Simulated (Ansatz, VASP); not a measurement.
**Two plane-wave programs on CdF2**

The input INCAR:

```
SYSTEM = CdF2
  ALGO = Normal
  EDIFF = 1E-6
  ENCUT = 520
  GGA = PE
  ISIF = 2
  ISMEAR = 0
  LASPH = .True.
  LCHARG = .False.
  LREAL = .False.
  LWAVE = .False.
  NBANDS = 20
  NELM = 80
  PREC = Accurate
  SIGMA = 0.05
```

The input KPOINTS:

```
k-points
0
Gamma
  8 8 8
  0 0 0
```

File POSCAR:

```
CdF2
1.0
    0.0000000000      2.7344100000      2.7344100000
    2.7344100000      0.0000000000      2.7344100000
    2.7344100000      2.7344100000      0.0000000000
Cd F
1 2
Direct
    0.0000000000      0.0000000000      0.0000000000
    0.2500000000      0.2500000000      0.2500000000
    0.7500000000      0.7500000000      0.7500000000
```

Input for Ansatz:

```yaml
crystal:
  lattice:
    - [0.0, 2.73441, 2.73441]
    - [2.73441, 0.0, 2.73441]
    - [2.73441, 2.73441, 0.0]
  atoms:
    - { symbol: Cd, position: [0.0, 0.0, 0.0] }
    - { symbol: F, position: [0.25, 0.25, 0.25] }
    - { symbol: F, position: [0.75, 0.75, 0.75] }
basis:
  ecutwfc: 420
kpoints:
  mp_grid: { grid: [8, 8, 8] }
hamiltonian:
  xc: pbe
scf:
  occupations: { method: gaussian, width: 0.05 }
output:
  forces: true
  stress: true
  eigenvalues: true
  write_density: true
  write_potential: true
  elf: true
  volumetric_format: npy
```

Change from the starting cell: strain +0.015 along x and y, +0.015 along z, atoms carried along.

Alike in both runs: task single point; functional PBE; k mesh 8 × 8 × 8; occupations gaussian, width 0.05 eV; no spin polarisation.

|  | VASP | Ansatz |
| --- | --- | --- |
| version | VASP 6.6.1 | Ansatz 0.2.0 |
| potentials or method | VASP PAW PBE potentials, release 64 (Cd, F), cutoff 520 eV | scalar-relativistic, plane waves, PAW |
| valence electrons in the cell | 26 | 34 |

|  | VASP | Ansatz | Ansatz less VASP |
| --- | --- | --- | --- |
| gap on the k mesh at the Fermi level (eV) | 2.91 | 2.94 | +0.030 |
| least direct gap on the mesh (eV) | 3.46 | 3.49 | +0.030 |
| pressure (GPa) | 1.2 | 0.7 | -0.57 |

The functional is the same, so the differences come from potentials, cutoffs and numerics. VASP's potentials hold 26 valence electrons a cell and Ansatz's 34, so a difference there can come from the potentials and not from the codes.
